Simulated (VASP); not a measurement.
# HfN (NiAs type) (P6_3/mmc) in VASP: a series of runs, part 2 of 2

VASP 6.6.1. The steps go on from the part before.

## (3) Relaxation of cell and atoms, PBE, target pressure 340 GPa, at which the enthalpy is minimised

This run uses another cell than the first one, of 7.29 Å³/atom, 0.992 times its volume.

Contents of INCAR:

```
SYSTEM = HfN
PREC = Accurate ; ENCUT = 600
EDIFF = 1E-6 ; ISMEAR = -1
SIGMA = 0.05 ; LREAL = .False.
LASPH = .True. ; NELM = 100
ALGO = Normal ; ISIF = 3
LWAVE = .False. ; LCHARG = .False.
GGA = PE ; IBRION = 2
NSW = 60 ; EDIFFG = -0.005
PSTRESS = 3400.0
```

Contents of KPOINTS:

```
Automatic mesh
0
Gamma
  11 11 6
  0 0 0
```

Contents of POSCAR:

```
HfN
1.0
    2.7902013184      0.0000000000      0.0000000000
   -1.3951006592      2.4163852234      0.0000000000
    0.0000000000      0.0000000000      4.3248120435
Hf N
2 2
Direct
    0.0000000000      0.0000000000      0.0000000000
    0.0000000000      0.0000000000      0.5000000000
    0.3333333333      0.6666666667      0.2500000000
    0.6666666667      0.3333333333      0.7500000000
```

Potentials or basis: VASP PAW PBE potentials, release 64 (Hf_pv, N).

Launch:

```console
$ cat potpaw_PBE.64/Hf_pv/POTCAR potpaw_PBE.64/N/POTCAR > POTCAR
$ mpirun -np 1 vasp_std > vasp.out
```

OUTCAR:

```text
SYSTEM = HfN
   PREC = Accurate
   ENCUT = 600
   EDIFF = 1E-6
   ISMEAR = -1
   LREAL = .False.
   LASPH = .True.
   NELM = 100
   ISIF = 3
   GGA = PE
   IBRION = 2
   NSW = 60
   EDIFFG = -0.005
   PSTRESS = 3400.0

 ion  position               nearest neighbor table
   1  0.000  0.000  0.000-   3 1.94   4 1.94   3 1.94   4 1.94   4 1.94   3 1.94   2 2.16   2 2.16
                             2 3.53   2 3.53   2 3.53   2 3.53   2 3.53   2 3.53   2 3.53   2 3.53
   2  0.000  0.000  0.500-   3 1.94   4 1.94   3 1.94   4 1.94   4 1.94   3 1.94   1 2.16   1 2.16
                             1 3.53   1 3.53   1 3.53   1 3.53   1 3.53   1 3.53   1 3.53   1 3.53
   3  0.333  0.667  0.250-   1 1.94   2 1.94   1 1.94   2 1.94   1 1.94   2 1.94
   4  0.667  0.333  0.750-   1 1.94   2 1.94   1 1.94   2 1.94   1 1.94   2 1.94

  LATTYP: Found a hexagonal cell.
 ALAT       =     2.7902013184
 C/A-ratio  =     1.5500000000

  Lattice vectors:

 A1 = (   2.7902013184,   0.0000000000,   0.0000000000)
 A2 = (  -1.3951006592,   2.4163852234,   0.0000000000)
 A3 = (   0.0000000000,   0.0000000000,   4.3248120435)

Analysis of symmetry for initial positions (statically):
=====================================================================
 Subroutine PRICEL returns:
 Original cell was already a primitive cell.

 Routine SETGRP: Setting up the symmetry group for a
 hexagonal supercell.

 Subroutine GETGRP returns: Found 24 space group operations
 (whereof 12 operations were pure point group operations)
 out of a pool of 24 trial point group operations.

The static configuration has the point symmetry D_3d.
 The point group associated with its full space group is D_6h.
[... 206 lines left out ...]

 number of electron      30.0000005 magnetization

 E-fermi :   8.9072     XC(G=0): -14.0096

 val. band max:        8.9037628787   @ k =   0.2727   0.0909   0.1667
 cond. band min:       8.9322753157   @ k =   0.2727   0.0909   0.0000
 fundamental gap:      0.0285124370
 Fermi energy:         8.9072359220

 k-point     1 :       0.0000    0.0000    0.0000
  band No.  band energies     occupation
      1     -21.7984      2.00000
      2     -20.3988      2.00000
      3     -19.5429      2.00000
      4     -19.5429      2.00000
      5     -19.4561      2.00000
      6     -19.4561      2.00000
[... 594 lines left out ...]
  energy  without entropy=      -33.4191346335  energy(sigma->0) =      -33.42383906

  enthalpy is  TOTEN    =        34.8159122951 eV   P V=       68.2444557795

[... ionic steps 4 to 10 ...]

--------------------------------------- Ionic step       11  -------------------------------------------

 number of electron      30.0000004 magnetization

------------------------ aborting loop because EDIFF is reached ----------------------------------------
[... 75 lines left out ...]
--------------------------------------- Ionic step       13  -------------------------------------------

 number of electron      30.0000004 magnetization

 Free energy of the ion-electron system (eV)
  ---------------------------------------------------
  ext. energy  EPLUGINS =         0.00000000
  ---------------------------------------------------
  free energy    TOTEN  =       -28.71720481 eV

  energy without entropy =      -28.70415229  energy(sigma->0) =      -28.71067855

 E-fermi :  12.0292     XC(G=0): -15.2416

 val. band max:       12.0160036628   @ k =   0.3636  -0.0000   0.1667
 cond. band min:      12.0355620068   @ k =   0.2727  -0.0000   0.3333
 fundamental gap:      0.0195583440
 Fermi energy:        12.0292345816

 k-point     1 :       0.0000    0.0000    0.0000
  band No.  band energies     occupation
      1     -20.9801      2.00000
      2     -16.9406      2.00000
      3     -16.3924      2.00000
      4     -16.3924      2.00000
      5     -16.0029      2.00000
      6     -16.0029      2.00000
[... 554 lines left out ...]
  energy  without entropy=      -28.7041522857  energy(sigma->0) =      -28.71067855

  enthalpy is  TOTEN    =        33.6921268773 eV   P V=       62.4093316846

 reached required accuracy - stopping structural energy minimisation
```

OSZICAR:

```text
N       E                     dE             d eps       ncg     rms          rms(c)
DAV:   1     0.176966650461E+03    0.17697E+03   -0.19665E+04  2432   0.188E+03
DAV:   2    -0.258831640697E+02   -0.20285E+03   -0.19687E+03  3178   0.439E+02
DAV:   3    -0.326111283605E+02   -0.67280E+01   -0.66248E+01  2926   0.686E+01
[... 116 lines left out ...]
       N       E                     dE             d eps       ncg     rms          rms(c)
DAV:   1    -0.287172198458E+02   -0.14127E-01   -0.10085E-03  2468   0.262E-01    0.717E-02
DAV:   2    -0.287172089006E+02    0.10945E-04   -0.27914E-05  2676   0.447E-02    0.252E-02
DAV:   3    -0.287172054201E+02    0.34804E-05   -0.35121E-06  2128   0.157E-02    0.165E-02
DAV:   4    -0.287172048073E+02    0.61282E-06   -0.98716E-07  1321   0.882E-03
  13 F= 0.33692127E+02 E0= 0.33698653E+02  d E =-.815331E-05
```

CONTCAR:

```text
HfN
   1.00000000000000
     2.5807954022387309   -0.0000000000000000   -0.0000000000000000
    -1.2903977011193655    2.2350343802844246    0.0000000000000000
     0.0000000000000000    0.0000000000000000    5.0985116138666315
  Hf              N
     2     2
Direct
     0.0000000000000000    0.0000000000000000    0.0000000000000000
     0.0000000000000000    0.0000000000000000    0.5000000000000000
     0.3333333332999970    0.6666666667000030    0.2500000000000000
     0.6666666667000030    0.3333333332999970    0.7500000000000000

  0.00000000E+00  0.00000000E+00  0.00000000E+00
  0.00000000E+00  0.00000000E+00  0.00000000E+00
  0.00000000E+00  0.00000000E+00  0.00000000E+00
  0.00000000E+00  0.00000000E+00  0.00000000E+00
```

Wall time 2.3 min (1 thread of Intel Xeon 6975P-C (Granite Rapids), shared host); peak memory 0.2 GiB.

What came out:

| Property | Result |
| --- | --- |
| Free energy | -28.7172 eV |
| Relaxed volume | 7.35 Å³/atom |
| Relaxed cell | a = 2.581 Å, b = 2.581 Å, c = 5.099 Å, α = 90.00°, β = 90.00°, γ = 120.00° |
| Space group after relaxing (to 0.05 Å) | P6_3/mmc (No. 194) |
| Energy change on relaxing (the enthalpy is what falls) | -750.8 meV/atom |
| Ionic steps | 13 |
| Pressure after relaxing | 340.0 GPa |
| Band gap on the k mesh | zero (band 15 reaches 13.83 eV, above the bottom of band 16 at 10.99 eV) |

The path:
```
step  energy change (eV)  largest force (eV/Å)  pressure (GPa)  volume (Å³)
   1              0.0000                0.0000          382.73        29.16
   2            -11.3676                0.0000          112.59        36.51
   3             -7.7147                0.0000          241.63        32.16
   4             -6.4543                0.0000          268.02        31.51
   5             10.3959                0.0000          569.23        24.99
   6             -3.3881                0.0000          334.94        29.61
   7             -2.7719                0.0000          346.93        29.31
   8             -2.6395                0.0000          349.51        29.24
   9             -3.7847                0.0000          318.80        29.80
  10             -3.0239                0.0000          339.56        29.42
  11             -3.0154                0.0000          339.79        29.41
  12             -2.9893                0.0000          340.26        29.40
  13             -3.0034                0.0000          340.01        29.41
```

Final structure:
```
Hf N
1.0
     2.58080    0.00000    0.00000
    -1.29040    2.23503    0.00000
     0.00000    0.00000    5.09851
Hf N
2 2
Direct
  0.00000 0.00000 0.00000
  0.00000 0.00000 0.50000
  0.33333 0.66667 0.25000
  0.66667 0.33333 0.75000
```

Levels at points of the mesh, in eV from the Fermi level:
| k point | band 13 | band 14 | band 15 | band 16 | band 17 | band 18 |
| --- | --- | --- | --- | --- | --- | --- |
| (0.00, 0.00, 0.00) | -2.34 | -1.52 | -1.52 | 1.49 | 1.49 | 2.49 |
| (0.00, 0.00, 0.50) | -4.38 | -4.38 | 0.86 | 0.86 | 3.56 | 3.56 |

Caveat: the cell is relaxed towards a set pressure, so the enthalpy falls and the energy may rise; spin-orbit coupling is left out, which moves the levels of the heavy elements.
